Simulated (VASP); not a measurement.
A run of VASP 6.6.1 is set up as follows.

INCAR

```
SYSTEM = Tl
  PREC = Accurate
  ENCUT = 520
  EDIFF = 1E-6
  ISMEAR = -1
  SIGMA = 0.05
  LREAL = .False.
  LASPH = .True.
  NELM = 80
  ALGO = Normal
  ISIF = 2
  LWAVE = .False.
  LCHARG = .False.
  GGA = PE
  NBANDS = 12
```

The input KPOINTS:

```
regular mesh
0
Gamma
  20 20 20
  0 0 0
```

Contents of POSCAR:

```
Tl
1.0
    0.0000000000      2.1650000000      2.1650000000
    2.1650000000      0.0000000000      2.1650000000
    2.1650000000      2.1650000000      0.0000000000
Tl
1
Direct
    0.0000000000      0.0000000000      0.0000000000
```

Potentials or basis: VASP PAW PBE potentials, release 64 (Tl_d).

Run with:

```console
$ cat potpaw_PBE.64/Tl_d/POTCAR > POTCAR
$ mpirun -np 1 vasp_std > vasp.out
```

Problem. Estimate the pressure.

Solution. 37.3 GPa.

Problem. Estimate the band gap on the k mesh.

Solution. Zero (an odd number of electrons rules out a gap without spin polarisation).

Caveat: the cell stands under pressure; spin-orbit coupling is left out, which moves the levels of the heavy elements.
